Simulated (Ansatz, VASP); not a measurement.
One calculation of CrO2, two programs

The input INCAR:

```
SYSTEM = CrO2
PREC     = Accurate       ! precision mode
ENCUT    = 520            ! plane-wave cutoff, eV
EDIFF    = 1E-6           ! SCF threshold, eV
ISMEAR   = 0              ! smearing method
SIGMA    = 0.05           ! smearing width, eV
LREAL    = .False.        ! projectors in reciprocal space
LASPH    = .True.         ! aspherical terms in the spheres
NELM     = 150            ! most SCF steps
ALGO     = Normal         ! electronic algorithm
ISIF     = 2              ! what is computed and relaxed
LWAVE    = .False.        ! write WAVECAR
LCHARG   = .False.        ! write CHGCAR
ISPIN    = 2              ! spin polarisation
MAGMOM   = 2.58 -0.43 -0.43 ! initial moments
LORBIT   = 11             ! projections on sites
LMAXMIX  = 4              ! l up to which the mixer works
LDAU     = .True.         ! DFT+U
LDAUTYPE = 2            
LDAUL    = 2 -1           ! shell
LDAUU    = 7 0            ! U, eV
LDAUJ    = 0 0          
LDAUPRINT= 1            
NBANDS   = 23             ! bands
```

The input KPOINTS:

```
Automatic mesh
0
Gamma
  7 7 7
  0 0 0
```

POSCAR

```
CrO2
1.0
    0.0000000000      2.3368421000      2.3368421000
    2.3368421000      0.0000000000      2.3368421000
    2.3368421000      2.3368421000      0.0000000000
Cr O
1 2
Direct
    0.0000000000      0.0000000000      0.0000000000
    0.2500000000      0.2500000000      0.2500000000
    0.7500000000      0.7500000000      0.7500000000
```

File input.yaml:

```yaml
crystal:
  lattice:
    - [0.0, 2.3368421, 2.3368421]
    - [2.3368421, 0.0, 2.3368421]
    - [2.3368421, 2.3368421, 0.0]
  atoms:
    - { symbol: Cr, position: [0.0, 0.0, 0.0] }
    - { symbol: O, position: [0.25, 0.25, 0.25] }
    - { symbol: O, position: [0.75, 0.75, 0.75] }
hamiltonian:
  xc: lda
  pseudopotentials: { kind: paw }
  hubbard: { sites: [{ species: Cr, l: d, u_eff: 7.0 }] }
magnetization:
  spin_polarized: true
kpoints:
  mp_grid: { grid: [7, 7, 7] }
scf:
  occupations: { method: gaussian, width: 0.05 }
output:
  forces: true
  stress: true
  eigenvalues: true
```

Alike in both runs: task single point; functional LDA; k mesh 7 × 7 × 7; occupations gaussian, width 0.05 eV; collinear spin; Hubbard terms Cr d U = 7.0 eV.

```csv
,VASP,Ansatz
version,VASP 6.6.1,Ansatz 0.2.0
potentials or method,"VASP PAW LDA potentials, release 64 (Cr_pv, O)",Ansatz PAW
plane-wave cutoff (eV),520,420
valence electrons in the cell,24,26
```

```csv
,VASP,Ansatz,Ansatz less VASP
gap on the k mesh at the Fermi level (eV),0.31,0.04,-0.274
least direct gap on the mesh (eV),0.31,0.08,-0.232
pressure (GPa),3.6,1.1,-2.43
net moment per atom (μB),0.67,0.67,0.000
size of the moment on the site where the two differ most (μB),2.58,2.35,-0.231
```

LDA's correlation is that of Perdew and Zunger in VASP and of Perdew and Wang (1992) in Ansatz. Site moments also hang on the region over which each program counts them. The programs project onto different local orbitals, so the same U acts differently, and such runs can settle in different states. VASP's potentials hold 24 valence electrons a cell and Ansatz's 26, so a difference there can come from the potentials and not from the codes.

Noted on Ansatz's run: the magnetic or orbital state may not be the lowest; Pulay correction over one GPa; odd divisions of the mesh miss points on the zone boundary, where band edges often lie, so the gap on the mesh can be too wide.
